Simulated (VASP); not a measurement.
# Mg7ZnO8 (P1) in VASP: a series of runs, part 2 of 2

VASP 6.6.1.

### 3 Single point, PBEsol

File INCAR:

```
PREC     = Accurate       # precision mode
ENCUT    = 520            # plane-wave cutoff, eV
EDIFF    = 1E-7           # SCF threshold, eV
ISMEAR   = -1             # smearing method
SIGMA    = 0.05           # smearing width, eV
LREAL    = Auto         
LASPH    = T              # aspherical terms in the spheres
NELM     = 80             # most SCF steps
ALGO     = Normal         # electronic algorithm
ISIF     = 2              # what is computed and relaxed
LWAVE    = F              # write WAVECAR
LCHARG   = F              # write CHGCAR
GGA      = PS             # functional
NBANDS   = 276            # bands
ISYM     = 0
```

File KPOINTS:

```
Automatic mesh
0
Gamma
  1 1 1
  0.25 0.25 0.25
```

File POSCAR:

```
Mg7ZnO8
1.0
    9.8615973377      0.0000000000      0.0000000000
    0.0000000000     11.3844339605      0.0000000000
    0.0000000000      0.0000000000     10.1426260976
Mg Zn O
42 6 48
Direct
    0.1673250000      0.0840720000      0.2461790000
    0.1658120000      0.0843340000      0.7462450000
    0.0004710000      0.3327660000      0.7432470000
    0.4991080000      0.0843850000      0.2464140000
    0.5006730000      0.0839140000      0.7460210000
    0.3328530000      0.3328910000      0.2438400000
    0.1654870000      0.5827270000      0.2461040000
    0.1674440000      0.5836480000      0.7468370000
    0.9994310000      0.8331110000      0.2465340000
    0.0001400000      0.8334450000      0.7458060000
    0.8331260000      0.0842610000      0.2458180000
    0.8330660000      0.0829880000      0.7464500000
    0.6654450000      0.3325950000      0.7431600000
    0.5000990000      0.5841380000      0.7436280000
    0.3337430000      0.8337640000      0.2462340000
    0.3330310000      0.8340020000      0.7462740000
    0.8330430000      0.5804510000      0.2453110000
    0.8317440000      0.5845420000      0.7457450000
    0.6658340000      0.8337940000      0.2451780000
    0.6662110000      0.8320140000      0.7459480000
    0.9988240000      0.1662810000      0.4951750000
    0.9997840000      0.1682000000      0.9958790000
    0.3331020000      0.1684880000      0.4967190000
    0.3336100000      0.1667280000      0.9944420000
    0.1682090000      0.4170930000      0.4953160000
    0.1647190000      0.4165720000      0.9948860000
    0.0002200000      0.6658630000      0.4965940000
    0.9993850000      0.6672470000      0.9962660000
    0.6675860000      0.1661320000      0.4951840000
    0.6663370000      0.1679730000      0.9958940000
    0.4982810000      0.4165520000      0.4938340000
    0.5030540000      0.4180330000      0.9957560000
    0.3322290000      0.6677810000      0.4954750000
    0.3348040000      0.6666260000      0.9962640000
    0.1663590000      0.9174000000      0.4959210000
    0.1663980000      0.9171270000      0.9963590000
    0.8325490000      0.4150100000      0.9930110000
    0.6662930000      0.6664550000      0.4934450000
    0.4999650000      0.9171700000      0.4961590000
    0.4995790000      0.9165170000      0.9961490000
    0.8329010000      0.9161190000      0.4961030000
    0.8335890000      0.9163860000      0.9962560000
    0.9993570000      0.3330920000      0.2475100000
    0.3338010000      0.3343610000      0.7484080000
    0.6682690000      0.3334430000      0.2477900000
    0.4989070000      0.5834360000      0.2478810000
    0.8332260000      0.4180330000      0.4979630000
    0.6657400000      0.6659770000      0.9970140000
    0.0001900000      0.1665510000      0.1922760000
    0.9991830000      0.1660980000      0.6911570000
    0.3332740000      0.1665740000      0.1906750000
    0.3332920000      0.1671980000      0.6932010000
    0.1658510000      0.4165590000      0.1913260000
    0.1671600000      0.4171580000      0.6915930000
    0.9988730000      0.6662690000      0.1924940000
    0.9999870000      0.6663500000      0.6928930000
    0.6661250000      0.1668890000      0.1923210000
    0.6670730000      0.1660090000      0.6910430000
    0.5008000000      0.4168180000      0.1921870000
    0.4994860000      0.4170950000      0.6901300000
    0.3323670000      0.6666970000      0.1924500000
    0.3328720000      0.6676450000      0.6918570000
    0.1662970000      0.9168210000      0.1929390000
    0.1665730000      0.9175440000      0.6923620000
    0.8336120000      0.4150670000      0.1886920000
    0.8329450000      0.4173070000      0.6949710000
    0.6664870000      0.6660820000      0.1947860000
    0.6664140000      0.6667800000      0.6886150000
    0.4997350000      0.9176260000      0.1922690000
    0.5000170000      0.9169670000      0.6926600000
    0.8330450000      0.9170660000      0.1923960000
    0.8328000000      0.9162000000      0.6926910000
    0.1667540000      0.0843040000      0.4424870000
    0.1661320000      0.0838870000      0.9423910000
    0.9999750000      0.3338550000      0.4449840000
    0.9997750000      0.3333860000      0.9383980000
    0.4994900000      0.0842170000      0.4427270000
    0.5004910000      0.0832160000      0.9420900000
    0.3329080000      0.3334280000      0.4386430000
    0.3342230000      0.3347690000      0.9461450000
    0.1666310000      0.5834870000      0.4419820000
    0.1667690000      0.5838380000      0.9430860000
    0.9998890000      0.8328720000      0.4430040000
    0.0001240000      0.8336270000      0.9422200000
    0.8332330000      0.0825030000      0.4415000000
    0.8330670000      0.0835680000      0.9430860000
    0.6667560000      0.3336150000      0.4447330000
    0.6661530000      0.3330010000      0.9383980000
    0.4985660000      0.5836080000      0.4447220000
    0.5001370000      0.5836160000      0.9391400000
    0.3330860000      0.8342680000      0.4422320000
    0.3329330000      0.8334770000      0.9427830000
    0.8335110000      0.5835690000      0.4410160000
    0.8331120000      0.5830270000      0.9423400000
    0.6662020000      0.8335480000      0.4413620000
    0.6665080000      0.8332240000      0.9425690000
```

Potentials or basis: VASP PAW PBE potentials, release 64 (Mg, Zn, O).

Launch:

```sh
$ cat potpaw_PBE.64/Mg/POTCAR potpaw_PBE.64/Zn/POTCAR potpaw_PBE.64/O/POTCAR > POTCAR
$ mpirun -np 1 vasp_std > vasp.out
```

OUTCAR:

```text
PREC = Accurate
   ENCUT = 520
   EDIFF = 1E-7
   ISMEAR = -1
   LREAL = Auto
   LASPH = T
   NELM = 80
   ISIF = 2
   GGA = PS
   ISYM = 0

 ion  position               nearest neighbor table
   1  0.167  0.084  0.246-  51 1.97  49 1.97  63 1.98  73 1.99  21 3.16  35 3.16  36 3.17  23 3.17
                            22 3.18  24 3.18   6 3.27   4 3.27  43 3.28  15 3.29  11 3.30   9 3.30
   2  0.166  0.084  0.746-  50 1.97  64 1.98  52 1.98  74 1.99  24 3.16  22 3.16  23 3.17  35 3.17
                            36 3.17  21 3.17   3 3.26  12 3.28  10 3.29  16 3.29  44 3.29   5 3.30
   3  0.000  0.333  0.743-  50 1.97  66 1.97  54 1.97  76 1.98  47 3.14  21 3.15  25 3.16  37 3.17
                            26 3.17  22 3.17   2 3.26  44 3.29  12 3.29   8 3.30  13 3.30  18 3.31
   4  0.499  0.084  0.246-  51 1.97  57 1.97  69 1.98  77 1.99  29 3.16  39 3.17  23 3.17  24 3.17
                            30 3.18  40 3.18   6 3.27   1 3.27  15 3.29  45 3.29  19 3.29  11 3.29
   5  0.501  0.084  0.746-  58 1.97  70 1.98  52 1.98  78 1.99  24 3.15  30 3.16  39 3.17  23 3.17
                            29 3.17  40 3.17  13 3.26  12 3.28  16 3.29  44 3.29  20 3.30   2 3.30
   6  0.333  0.333  0.244-  51 1.97  53 1.98  79 1.98  59 1.98  24 3.16  31 3.16  26 3.17  25 3.17
                            23 3.18  32 3.18   1 3.27   4 3.27   7 3.29  43 3.29  46 3.29  45 3.31
   7  0.165  0.583  0.246-  53 1.97  55 1.97  61 1.98  81 1.99  25 3.15  27 3.16  28 3.17  33 3.17
                            26 3.17  34 3.18  17 3.28  43 3.28   9 3.29  46 3.29   6 3.29  15 3.30
   8  0.167  0.584  0.747-  62 1.97  54 1.98  56 1.98  82 1.99  26 3.15  34 3.16  27 3.17  28 3.17
                            33 3.17  25 3.18  44 3.28  14 3.28  16 3.28  10 3.29   3 3.30  18 3.31
   9  0.999  0.833  0.247-  71 1.98  55 1.98  63 1.98  83 1.99  41 3.16  28 3.16  42 3.17  35 3.17
[... 57 lines left out ...]
  38  0.666  0.666  0.493-  89 1.97  93 1.97  95 1.97  68 1.98  46 3.13  19 3.16  17 3.16  14 3.16
                            18 3.17  20 3.18  47 3.27  41 3.28  39 3.29  31 3.29  27 3.29  33 3.29
  39  0.500  0.917  0.496-  91 1.97  95 1.98  77 1.98  70 1.99  15 3.16   5 3.17   4 3.17  16 3.17
                            20 3.17  19 3.17  29 3.28  41 3.28  33 3.29  35 3.29  38 3.29  23 3.30
  40  0.500  0.917  0.996-  92 1.97  78 1.98  96 1.98  69 1.99  19 3.16  15 3.16  16 3.16  20 3.17
                             5 3.17   4 3.18  34 3.28  24 3.29  36 3.29  48 3.29  42 3.29  30 3.30
  41  0.833  0.916  0.496-  95 1.97  85 1.97  83 1.97  72 1.99   9 3.16  10 3.17  20 3.17  12 3.17
                            19 3.17  11 3.18  29 3.28  38 3.28  39 3.28  21 3.28  35 3.29  27 3.29
  42  0.834  0.916  0.996-  84 1.97  96 1.98  86 1.98  71 1.99  19 3.16  12 3.16   9 3.17  10 3.17
[... 368 lines left out ...]
  ext. energy  EPLUGINS =         0.00000000
  ---------------------------------------------------
  free energy    TOTEN  =      -574.03717682 eV

  energy without entropy =     -574.03717682  energy(sigma->0) =     -574.03717682

 E-fermi :   2.3042     XC(G=0): -10.1099

 val. band max:        1.1024792879   @ k =  -0.2500   0.2500  -0.2500
 cond. band min:       4.6161066825   @ k =  -0.2500  -0.2500   0.2500
 fundamental gap:      3.5136273947
 Fermi energy:         2.3042074760

 k-point     1 :       0.2500    0.2500    0.2500
  band No.  band energies     occupation
      1     -15.4180      2.00000
      2     -15.2495      2.00000
      3     -15.2058      2.00000
      4     -15.1674      2.00000
      5     -15.0621      2.00000
      6     -15.0416      2.00000
[... 937 lines left out ...]
    233       7.4137      0.00000
    234       7.5898      0.00000
 [bands above 234 left out]

------------------------ aborting loop because EDIFF is reached ----------------------------------------

  FORCE on cell =-STRESS in cart. coord.  units (eV):
  Direction    XX          YY          ZZ          XY          YZ          ZX
  --------------------------------------------------------------------------------------
  -------------------------------------------------------------------------------------
  Total       -1.0626164     -1.0375434     -0.9280288     -0.1264845      0.0306551     -0.1340251
  in kB       -1.4951266     -1.4598483     -1.3057587     -0.1779667      0.0431325     -0.1885766
  external PRESSURE =      -1.4202445 kB  Pullay stress =       0.0000000 kB

 VOLUME and BASIS-vectors are now :
 -----------------------------------------------------------------------------
  energy-cutoff  :      520.00
  volume of cell :     1138.70
      direct lattice vectors                 reciprocal lattice vectors
     9.861597338  0.000000000  0.000000000     0.101403451  0.000000000  0.000000000
     0.000000000 11.384433960  0.000000000     0.000000000  0.087839238  0.000000000
     0.000000000  0.000000000 10.142626098     0.000000000  0.000000000  0.098593795

 POSITION                                       TOTAL-FORCE (eV/Angst)
 -----------------------------------------------------------------------------------
      1.65009      0.95711      2.49690        -0.000054     -0.001643      0.001559
      1.63517      0.96009      7.56888         0.000363     -0.002081      0.001236
      0.00464      3.78835      7.53848        -0.000413      0.000983      0.004690
      4.92200      0.96068      2.49929        -0.000319     -0.003522      0.000031
      4.93744      0.95531      7.56661        -0.000919     -0.002498      0.001693
      3.28246      3.78978      2.47318        -0.000575      0.000806      0.001596
[... 88 lines left out ...]
      6.56982      9.48947      4.47657         0.004316     -0.001016     -0.001820
      6.57283      9.48578      9.56012         0.003850      0.061390     -0.017771
 -----------------------------------------------------------------------------------
    total drift:                               -0.001877     -0.000719      0.031575

  FREE ENERGIE OF THE ION-ELECTRON SYSTEM (eV)
  ---------------------------------------------------
  free  energy   TOTEN  =      -574.0371768182 eV

  energy  without entropy=     -574.0371768181  energy(sigma->0) =     -574.03717682
```

Run time: 1.9 h. Hardware: 1 thread of Oxide Virtual Turin-like, shared host; peak memory 1.6 GiB.

Results:

```yaml
Free_energy: -574.0372 eV
Pressure: -0.1 GPa
Largest_force: 0.079 eV/Å
Band_gap_on_the_k_mesh: 3.51 eV
```

Forces on the atoms (eV/Å):
```
Mg   0.000 -0.002  0.002
Mg   0.000 -0.002  0.001
Mg   0.000  0.001  0.005
Mg   0.000 -0.004  0.000
Mg  -0.001 -0.002  0.002
Mg  -0.001  0.001  0.002
Mg   0.001  0.000  0.002
Mg   0.000 -0.001  0.003
Mg   0.000  0.000  0.000
Mg   0.000  0.002  0.002
Mg   0.001 -0.003  0.002
Mg   0.000 -0.001  0.002
Mg   0.002  0.000  0.005
Mg   0.000 -0.001  0.001
Mg  -0.001  0.001  0.001
Mg  -0.001  0.001  0.001
Mg   0.002  0.001  0.002
Mg   0.001 -0.001  0.004
Mg   0.002  0.002  0.003
Mg   0.002  0.000  0.000
Mg   0.000 -0.003  0.002
Mg  -0.002 -0.002  0.000
Mg  -0.002 -0.001  0.000
Mg  -0.003 -0.002  0.004
Mg   0.000 -0.001  0.002
Mg  -0.001  0.000  0.003
Mg  -0.001  0.000 -0.001
Mg   0.000 -0.002  0.000
Mg  -0.002 -0.002  0.003
Mg   0.001 -0.001  0.000
Mg  -0.002  0.000  0.004
Mg  -0.003 -0.001  0.002
Mg  -0.001  0.000  0.003
Mg  -0.003 -0.002  0.001
Mg  -0.001  0.000  0.003
Mg  -0.001  0.000  0.002
Mg   0.001  0.001  0.002
Mg   0.001  0.000  0.005
Mg  -0.001  0.000  0.002
Mg  -0.001  0.002  0.002
Mg  -0.001  0.001  0.002
Mg  -0.001  0.000  0.001
Zn   0.005  0.000 -0.001
Zn  -0.001 -0.002  0.001
Zn  -0.006 -0.002 -0.004
Zn  -0.003  0.001  0.000
Zn   0.000  0.000  0.001
Zn   0.002  0.002 -0.002
O   -0.001 -0.062 -0.023
O    0.000  0.002 -0.007
O    0.000  0.000 -0.003
O   -0.002 -0.062 -0.019
O    0.055  0.031 -0.020
O   -0.052  0.032 -0.021
O   -0.002  0.000 -0.002
O    0.000 -0.001  0.001
O    0.002 -0.062 -0.022
O    0.001  0.003 -0.003
O   -0.049 -0.032 -0.039
O    0.054  0.033 -0.024
O   -0.055  0.031 -0.022
O   -0.002 -0.002 -0.001
O    0.002  0.001 -0.005
O    0.002  0.001 -0.003
O   -0.002  0.064 -0.047
O   -0.003  0.001  0.059
O    0.058  0.032  0.037
O   -0.005  0.000 -0.002
O    0.000  0.002 -0.004
O    0.000  0.000  0.000
O   -0.003  0.002 -0.003
O   -0.004  0.000 -0.001
O    0.003  0.001 -0.002
O    0.004  0.001 -0.001
O    0.056 -0.032  0.039
O    0.002  0.001 -0.004
O   -0.003 -0.001 -0.001
O    0.003  0.001  0.000
O    0.005  0.001  0.001
O    0.002  0.001  0.061
O    0.005  0.001 -0.002
O    0.006  0.001 -0.001
O    0.001  0.000  0.001
O    0.001 -0.001 -0.002
O   -0.002  0.000  0.000
O   -0.004  0.000 -0.001
O   -0.051 -0.031  0.040
O   -0.005  0.001 -0.004
O   -0.001  0.000  0.059
O   -0.055 -0.030 -0.022
O   -0.001 -0.002 -0.001
O    0.000  0.000  0.000
O   -0.003  0.064 -0.021
O    0.052 -0.032 -0.020
O    0.004 -0.001 -0.002
O    0.004  0.061 -0.018
```

Caveat: the PAW data sets were made with another functional, which shifts forces and pressure a little; a shifted mesh leaves out Γ, where band edges can lie.
